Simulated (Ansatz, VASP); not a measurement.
# One calculation of KF, two programs

INCAR

```
SYSTEM = KF
ALGO = Normal ; EDIFF = 1E-8
ENCUT = 520 ; GGA = PE
ISIF = 2 ; ISMEAR = -1
LASPH = .TRUE. ; LCHARG = .FALSE.
LEFG = .TRUE. ; LREAL = .FALSE.
LWAVE = .FALSE. ; NBANDS = 24
NELM = 100 ; PREC = Accurate
SIGMA = 0.03
```

Contents of KPOINTS:

```
k-points
0
G
  11 11 6
  0 0 0
```

File POSCAR:

```
KF
1.0
    4.5474626899      0.0000000000      0.0000000000
   -2.2737313450      3.9382182122      0.0000000000
    0.0000000000      0.0000000000      5.3752234355
K F
2 2
Direct
    0.3333333333      0.6666666667     -0.0619980745
    0.6666666667      0.3333333333      0.4380019255
    0.3333333333      0.6666666667      0.4379980745
    0.6666666667      0.3333333333      0.9379980745
```

Input for Ansatz:

```yaml
crystal:
  lattice:
    - [4.5474626899, 0.0, 0.0]
    - [-2.273731345, 3.9382182122, 0.0]
    - [0.0, 0.0, 5.3752234355]
  atoms:
    - { symbol: K, position: [0.3333333333, 0.6666666667, -0.0619980745] }
    - { symbol: K, position: [0.6666666667, 0.3333333333, 0.4380019255] }
    - { symbol: F, position: [0.3333333333, 0.6666666667, 0.4379980745] }
    - { symbol: F, position: [0.6666666667, 0.3333333333, 0.9379980745] }
kpoints:
  mp_grid: { grid: [11, 11, 6] }
  band_path:
    path:
      - [0.0, 0.0, 0.0]
      - [0.5, 0.0, 0.0]
      - [0.3333333333, 0.3333333333, 0.0]
      - [0.0, 0.0, 0.0]
      - [0.0, 0.0, 0.5]
      - [0.5, 0.0, 0.5]
      - [0.3333333333, 0.3333333333, 0.5]
      - [0.0, 0.0, 0.5]
      - [0.5, 0.0, 0.5]
    npoints: 8
scf:
  occupations: { method: fermi_dirac, width: 0.03 }
hamiltonian:
  xc: pbe
  pseudopotentials: { kind: all_electron, datasets: crystal }
output:
  forces: true
  stress: true
  eigenvalues: true
  efg: { contact_densities: true }
```

Alike in both runs: task electric field gradients; functional PBE; k mesh 11 × 11 × 6; occupations fermi-dirac, width 0.03 eV; no spin polarisation.

```csv
,VASP,Ansatz
version,VASP 6.6.1,Ansatz 0.2.0
potentials or method,"VASP PAW PBE potentials, release 64 (K_sv, F), cutoff 520 eV","all-electron PAW with datasets made for the crystal, scalar-relativistic"
```

Ansatz gave:

| Property | Result |
| --- | --- |
| gap on the k mesh at the Fermi level (eV) | 5.24 |
| pressure (GPa) | 0.0 |
| size of Vzz on the site where it differs most (V/Å²) | 1.1 |

Task: What did VASP give for the same quantities?

Result: gap on the k mesh at the Fermi level (eV): 5.23; pressure (GPa): 0.0; size of Vzz on the site where it differs most (V/Å²): 1.3.

Ansatz ran all-electron here, and VASP with PAW potentials. Ansatz's warnings: structure snapped to symmetry.
